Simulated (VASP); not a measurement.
# AlN (P6_3/mmc) in VASP: further runs

Runs on AlN. Level: PBEsol. Tasks: single point.

All numbers are computed with VASP 6.6.1; they aren't measurements. Logs are shortened: lines on timing, memory, paths and dates and some standing lists are left out, and cuts for length are marked.

**1. The cell of the first run**

Symmetry: P6_3/mmc, No. 194, hexagonal system. The conventional cell has a = 3.341 Å, b = 3.341 Å, c = 4.140 Å, α = 90.00°, β = 90.00°, γ = 120.00°. Within 2.6 Å of Al (site symmetry -6m2) lie 5 N at 1.93 to 2.07 Å. Within 2.6 Å of N (site symmetry -6m2) lie 5 Al at 1.93 to 2.07 Å.

**2. Single point, PBEsol**

The input, INCAR:

```
SYSTEM = AlN
PREC = Accurate
ENCUT = 520
EDIFF = 1E-6
ISMEAR = 0
SIGMA = 0.05
LREAL = .False.
LASPH = .True.
NELM = 80
ALGO = Normal
ISIF = 2
LWAVE = .False.
LCHARG = .False.
GGA = PS
NBANDS = 16
```

The input, KPOINTS:

```
Automatic mesh
0
Gamma
  9 9 6
  0 0 0
```

The input, POSCAR:

```
AlN
1.0
    3.3411000000      0.0000000000      0.0000000000
   -1.6705500000      2.8934774766      0.0000000000
    0.0000000000      0.0000000000      4.1400037194
Al N
2 2
Direct
    0.3333333333      0.6666666667      0.7500000000
    0.6666666667      0.3333333333      0.2500000000
    0.3333333333      0.6666666667      0.2500000000
    0.6666666667      0.3333333333      0.7500000000
```

Potentials or basis: VASP PAW PBE potentials, release 64 (Al, N).

Run with:

```
$ cat potpaw_PBE.64/Al/POTCAR potpaw_PBE.64/N/POTCAR > POTCAR
$ mpirun -np 1 vasp_std > vasp.out
```

OUTCAR:

```text
SYSTEM = AlN
   PREC = Accurate
   ENCUT = 520
   EDIFF = 1E-6
   ISMEAR = 0
   LREAL = .False.
   LASPH = .True.
   NELM = 80
   ISIF = 2
   GGA = PS

 ion  position               nearest neighbor table
   1  0.333  0.667  0.750-   4 1.93   4 1.93   4 1.93   3 2.07   3 2.07   2 2.83   2 2.83   2 2.83
                             2 2.83   2 2.83   2 2.83
   2  0.667  0.333  0.250-   3 1.93   3 1.93   3 1.93   4 2.07   4 2.07   1 2.83   1 2.83   1 2.83
                             1 2.83   1 2.83   1 2.83
   3  0.333  0.667  0.250-   2 1.93   2 1.93   2 1.93   1 2.07   1 2.07
   4  0.667  0.333  0.750-   1 1.93   1 1.93   1 1.93   2 2.07   2 2.07

  LATTYP: Found a hexagonal cell.
 ALAT       =     3.3411000000
 C/A-ratio  =     1.2391139802

  Lattice vectors:

 A1 = (   3.3411000000,   0.0000000000,   0.0000000000)
 A2 = (  -1.6705500000,   2.8934774766,   0.0000000000)
 A3 = (   0.0000000000,   0.0000000000,   4.1400037194)

Analysis of symmetry for initial positions (statically):
=====================================================================
 Subroutine PRICEL returns:
 Original cell was already a primitive cell.

 Routine SETGRP: Setting up the symmetry group for a
 hexagonal supercell.

 Subroutine GETGRP returns: Found 24 space group operations
 (whereof 12 operations were pure point group operations)
 out of a pool of 24 trial point group operations.

The static configuration has the point symmetry D_3d.
 The point group associated with its full space group is D_6h.

Analysis of symmetry for dynamics (positions and initial velocities):
=====================================================================
 Subroutine PRICEL returns:
 Original cell was already a primitive cell.

 Routine SETGRP: Setting up the symmetry group for a
 hexagonal supercell.

 Subroutine GETGRP returns: Found 24 space group operations
 (whereof 12 operations were pure point group operations)
 out of a pool of 24 trial point group operations.

The dynamic configuration has the point symmetry D_3d.
 The point group associated with its full space group is D_6h.

 Subroutine INISYM returns: Found 24 space group operations
 (whereof 12 operations are pure point group operations),
 and found     1 'primitive' translations

----------------------------------------------------------------------------------------

                                     Primitive cell

  volume of cell :      40.0231

  direct lattice vectors                    reciprocal lattice vectors
     3.341100000  0.000000000  0.000000000     0.299302625  0.172802451  0.000000000
    -1.670550000  2.893477477  0.000000000     0.000000000  0.345604902  0.000000000
     0.000000000  0.000000000  4.140003719     0.000000000  0.000000000  0.241545677

  length of vectors
     3.341100000  3.341100000  4.140003719     0.345604902  0.345604902  0.241545677

  position of ions in fractional coordinates (direct lattice)
     0.333333333  0.666666667  0.750000000
     0.666666667  0.333333333  0.250000000
     0.333333333  0.666666667  0.250000000
     0.666666667  0.333333333  0.750000000

  ion indices of the primitive-cell ions
   primitive index   ion index
                 1           1
                 2           2
                 3           3
                 4           4

----------------------------------------------------------------------------------------

 KPOINTS: Automatic mesh

Automatic generation of k-mesh.
 Grid dimensions read from file:
 generate k-points for:    9    9    6

 Generating k-lattice:

  Cartesian coordinates                     Fractional coordinates (reciprocal lattice)
     0.033255847  0.019200272  0.000000000     0.111111111  0.000000000  0.000000000
     0.000000000  0.038400545  0.000000000     0.000000000  0.111111111  0.000000000
     0.000000000  0.000000000  0.040257613     0.000000000  0.000000000  0.166666667

  Length of vectors
     0.038400545  0.038400545  0.040257613

  Shift w.r.t. Gamma in fractional coordinates (k-lattice)
     0.000000000  0.000000000  0.000000000

 Subroutine IBZKPT returns following result:
 ===========================================

 Found     48 irreducible k-points:

 Following reciprocal coordinates:
            Coordinates               Weight
  0.000000  0.000000  0.000000      1.000000
  0.111111  0.000000  0.000000      6.000000
  0.222222  0.000000  0.000000      6.000000
  0.333333  0.000000  0.000000      6.000000
  0.444444  0.000000  0.000000      6.000000
  0.111111  0.111111  0.000000      6.000000
[... 16 lines left out ...]
  0.333333  0.222222  0.166667     24.000000
  0.333333  0.333333  0.166667      4.000000
 [... further k-points ...]
   k-points           NKPTS =     48   k-points in BZ     NKDIM =     48   number of bands    NBANDS=     16
   number of dos      NEDOS =    301   number of ions     NIONS =      4
   total plane-waves  NPLWV =  25088
   dimension x,y,z NGX =    28 NGY =   28 NGZ =   32
   dimension x,y,z NGXF=    56 NGYF=   56 NGZF=   64
   ions per type =               2   2
   NGX,Y,Z   is equivalent  to a cutoff of  13.93, 13.93, 12.85 a.u.
   NGXF,Y,Z  is equivalent  to a cutoff of  27.86, 27.86, 25.70 a.u.
 SYSTEM =  AlN
   PREC   = accura    normal or accurate (medium, high low for compatibility)
   ISTART =      0    job   : 0-new  1-cont  2-samecut
   ICHARG =      2    charge: 1-file 2-atom 10-const
   ISPIN  =      1    spin polarized calculation?
   LNONCOLLINEAR =      F non collinear calculations
   LSORBIT =      F    spin-orbit coupling
   LASPH  =      T    aspherical Exc in radial PAW
   ENCUT  =  520.0 eV  38.22 Ry    6.18 a.u.   6.21  6.21  7.70*2*pi/ulx,y,z
   NELM   =     80;   NELMIN=  2; NELMDL= -5     # of ELM steps
   EDIFF  = 0.1E-05   stopping-criterion for ELM
   LREAL  =      F    real-space projection
   EDIFFG = 0.1E-04   stopping-criterion for IOM
   NSW    =      0    number of steps for IOM
   IBRION =     -1    ionic relax: 0-MD 1-quasi-New 2-CG
   NFREE  =      0    steps in history (QN), initial steepest desc. (CG)
   ISIF   =      2    stress and relaxation
   ISYM   =      2    0-nonsym 1-usesym 2-fastsym
   POTIM  = 0.5000    time-step for ionic-motion
   TEBEG  =    0.0;   TEEND  =   0.0 temperature during run
   PSTRESS=    0.0 pullay stress
   NELECT =      16.0000    total number of electrons
   NUPDOWN=      -1.0000    fix difference up-down
   EMIN   =  10.00;   EMAX   =-10.00  energy-range for DOS
   EFERMI =   0.00;   METHOD = LEGACY
   ISMEAR =     0;   SIGMA  =   0.05  broadening in eV -4-tet -1-fermi 0-gaus
   EFERMI_NEDOS =   21; number of points for ismear=-14 and -15
   IALGO  =     38    algorithm
   IMIX   =      4    mixing-type and parameters
     AMIX     =   0.40;   BMIX     =  1.00
     AMIX_MAG =   1.60;   BMIX_MAG =  1.00
  volume/ion in A,a.u.               =      10.01        67.52
  Fermi-wavevector in a.u.,A,eV,Ry     =   1.205993  2.278996 19.788567  1.454419
  Thomas-Fermi vector in A             =   2.341673
   LORBIT       =      0    0 simple, 1 ext, 2 COOP (PROOUT), +10 PAW based schemes
   GGA     = PS    functional components
   LHFCALC =     F    Hartree Fock is set to
   AEXX    =    0.0000 exact exchange contribution
   IVDW    =     0    specifies the selected vdW correction
   LEPSILON=     F    determine dielectric tensor
   LRPA    =     F    only Hartree local field effects (RPA)
 non-spin polarized calculation
 Gauss-broadening in eV      SIGMA  =   0.05
  energy-cutoff  :      520.00
  volume of cell :       40.02
 maximum number of plane-waves:      1096
 NGX is ok and might be reduce to    28
   NGX = 13   NGY = 13   NGZ = 15

 number of electron      16.0000001 magnetization

 Free energy of the ion-electron system (eV)
  ---------------------------------------------------
  ext. energy  EPLUGINS =         0.00000000
  ---------------------------------------------------
  free energy    TOTEN  =       -30.92783010 eV

  energy without entropy =      -30.92783010  energy(sigma->0) =      -30.92783010

 E-fermi :   7.9342     XC(G=0): -11.3231

 val. band max:        7.7035910592   @ k =   0.0000   0.0000   0.0000
 cond. band min:      10.9036011673   @ k =   0.0000   0.0000   0.0000
 fundamental gap:      3.2000101081
 Fermi energy:         7.9341658203

 k-point     1 :       0.0000    0.0000    0.0000
  band No.  band energies     occupation
      1      -8.9414      2.00000
      2      -5.1932      2.00000
      3       0.9404      2.00000
      4       4.4570      2.00000
      5       4.4570      2.00000
      6       6.2212      2.00000
[... 8 lines left out ...]
     15      19.4847      0.00000
     16      19.4852      0.00000

 k-point     2 :       0.1111    0.0000    0.0000
  band No.  band energies     occupation
      1      -8.8030      2.00000
      2      -5.1986      2.00000
      3       1.0882      2.00000
      4       3.9699      2.00000
      5       4.2560      2.00000
      6       5.7282      2.00000
[... 8 lines left out ...]
     15      18.9233      0.00000
     16      19.2353      0.00000

 k-point     3 :       0.2222    0.0000    0.0000
  band No.  band energies     occupation
      1      -8.4057      2.00000
      2      -5.2585      2.00000
      3       1.5191      2.00000
      4       2.9197      2.00000
      5       3.8465      2.00000
      6       4.8474      2.00000
[... 8 lines left out ...]
     15      17.9851      0.00000
     16      20.1499      0.00000
[... 362 lines left out ...]
 k-point    23 :       0.3333    0.2222    0.1667
  band No.  band energies     occupation
      1      -6.8133      2.00000
      2      -6.0005      2.00000
      3       1.2436      2.00000
      4       1.9971      2.00000
      5       2.7588      2.00000
      6       4.5923      2.00000
[... 8 lines left out ...]
     15      19.3435      0.00000
     16      20.9494      0.00000

 k-point    24 :       0.3333    0.3333    0.1667
  band No.  band energies     occupation
      1      -6.3581      2.00000
      2      -6.3581      2.00000
      3       1.2360      2.00000
      4       2.2257      2.00000
      5       2.2257      2.00000
      6       4.8909      2.00000
[... 8 lines left out ...]
     15      18.9200      0.00000
     16      20.7377      0.00000

 [... further k-points ...]

------------------------ aborting loop because EDIFF is reached ----------------------------------------

  FORCE on cell =-STRESS in cart. coord.  units (eV):
  Direction    XX          YY          ZZ          XY          YZ          ZX
  --------------------------------------------------------------------------------------
  -------------------------------------------------------------------------------------
  Total       -1.5289066     -1.5289066     -0.7937584      0.0000000      0.0000000     -0.0000000
  in kB      -61.2042006    -61.2042007    -31.7752220      0.0000000      0.0000000     -0.0000000
  external PRESSURE =     -51.3945411 kB  Pullay stress =       0.0000000 kB

 VOLUME and BASIS-vectors are now :
 -----------------------------------------------------------------------------
  energy-cutoff  :      520.00
  volume of cell :       40.02
      direct lattice vectors                 reciprocal lattice vectors
     3.341100000  0.000000000  0.000000000     0.299302625  0.172802451  0.000000000
    -1.670550000  2.893477477  0.000000000     0.000000000  0.345604902  0.000000000
     0.000000000  0.000000000  4.140003719     0.000000000  0.000000000  0.241545677

 POSITION                                       TOTAL-FORCE (eV/Angst)
 -----------------------------------------------------------------------------------
     -0.00000      1.92898      3.10500        -0.000000     -0.000000      0.000000
      1.67055      0.96449      1.03500         0.000000      0.000000      0.000000
     -0.00000      1.92898      1.03500         0.000000     -0.000000      0.000000
      1.67055      0.96449      3.10500        -0.000000     -0.000000      0.000000
 -----------------------------------------------------------------------------------
    total drift:                               -0.000000      0.000000      0.000000

  FREE ENERGIE OF THE ION-ELECTRON SYSTEM (eV)
  ---------------------------------------------------
  free  energy   TOTEN  =       -30.9278300965 eV

  energy  without entropy=      -30.9278300965  energy(sigma->0) =      -30.92783010
```

Run time: 24 s. Hardware: 1 thread of Intel Xeon 6975P-C (Granite Rapids), shared host; peak memory 0.17 GiB.

Results:

```
Free energy            : -30.9278 eV
Pressure               : -5.1 GPa
Band gap on the k mesh : 3.20 eV, direct
```

Caveat: the PAW data sets were made with another functional, which shifts forces and pressure a little. PBEsol gaps usually lie below the measured ones, often by a third to a half.

**3. Single point, PBEsol**

This run uses another cell than the first one, of 9.67 Å³/atom, 0.967 times its volume.

The input, INCAR:

```
SYSTEM = AlN
ALGO     = Normal         ! electronic algorithm
EDIFF    = 1E-6           ! SCF threshold, eV
ENCUT    = 520            ! plane-wave cutoff, eV
GGA      = PS             ! functional
ISIF     = 2              ! what is computed and relaxed
ISMEAR   = 0              ! smearing method
LASPH    = .True.         ! aspherical terms in the spheres
LCHARG   = .True.         ! write CHGCAR
LELF     = .True.         ! ELF
LREAL    = .False.        ! projectors in reciprocal space
LVHAR    = .True.       
LWAVE    = .False.        ! write WAVECAR
NBANDS   = 16             ! bands
NELM     = 60             ! most SCF steps
PREC     = Accurate       ! precision mode
SIGMA    = 0.05           ! smearing width, eV
```

The input, KPOINTS:

```
k-points
0
Gamma
  9 9 6
  0 0 0
```

The input, POSCAR:

```
AlN
1.0
    3.3014407767      0.0000000000      0.0000000000
   -1.6507203884      2.8591315817      0.0000000000
    0.0000000000      0.0000000000      4.0986000000
Al N
2 2
Direct
    0.3333333333      0.6666666667      0.7500000000
    0.6666666667      0.3333333333      0.2500000000
    0.3333333333      0.6666666667      0.2500000000
    0.6666666667      0.3333333333      0.7500000000
```

Potentials or basis: VASP PAW PBE potentials, release 64 (Al, N).

Run with:

```
$ cat potpaw_PBE.64/Al/POTCAR potpaw_PBE.64/N/POTCAR > POTCAR
$ mpirun -np 1 vasp_std > vasp.out
```

Wall time 12 s (1 thread of Intel Xeon 6975P-C (Granite Rapids), shared host); peak memory 0.16 GiB.

Results (log left out):

```yaml
Free_energy: -30.9417 eV
Pressure: 2.0 GPa
Band_gap_on_the_k_mesh: 3.44 eV, direct
```

Stress tensor (GPa, compression positive):
```
1.40 0.00 0.00
0.00 1.40 0.00
0.00 0.00 3.28
```

Levels at points of the mesh, in eV from the valence-band top:
| k point | band 4 | band 5 | band 6 | band 7 | band 8 | band 9 | band 10 | band 11 | band 12 | band 13 |
| --- | --- | --- | --- | --- | --- | --- | --- | --- | --- | --- |
| (0.00, 0.00, 0.00) | -3.35 | -3.35 | -1.56 | -1.56 | 0.00 | 3.44 | 4.57 | 8.25 | 8.25 | 11.46 |
| (0.00, 0.00, 0.50) | -3.73 | -2.50 | -2.50 | -2.50 | -2.50 | 5.79 | 5.79 | 8.39 | 8.39 | 8.39 |

Caveat: the PAW data sets were made with another functional, which shifts forces and pressure a little. A k mesh can miss the band edges.

(Continued in part 2 of 2.)
